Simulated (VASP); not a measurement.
Runs of VASP 6.6.1 on Nb. The structure is that of space group Im-3m (No. 229), or close to it. The cells are those of the table. 

```tsv
task	cell	k mesh	cutoff (eV)	smearing	gap on the mesh (eV)	pressure (GPa)	relaxed volume (Å³/atom)
single point	a = 2.862 Å, angles 109.5°, 1 atom	18 × 18 × 18	520	gaussian 0.1 eV	none	-0.2	-
relaxation of cell and atoms	relaxed from a = 2.862 Å, angles 109.5°, 1 atom	18 × 18 × 18	600	fermi-dirac 0.15 eV	none	0.0	18.06
relaxation of cell and atoms	relaxed from a = 2.873 Å, angles 109.5°, 1 atom	18 × 18 × 18	600	gaussian 0.1 eV	none	0.0	(a)
single point	a = 2.873 Å, angles 109.5°, 1 atom	8 × 8 × 8	520	gaussian 0.1 eV	none	-2.2	-
single point	a = 2.864 Å, angles 109.5°, 1 atom	18 × 18 × 18	520	fermi-dirac 0.15 eV	none	-0.2	-
```

Alike in all rows: level r2SCAN; potentials or basis VASP PAW PBE potentials, release 64 (Nb_sv); no spin polarisation.

Fill in the values left out.

(a) 18.03.

Caveats: the PAW data sets were made with another functional, which shifts forces and pressure a little.

A k mesh can miss the band edges, and the runs leave out spin-orbit coupling on Nb.

A gap of «none» marks levels without a gap at the run's occupations.
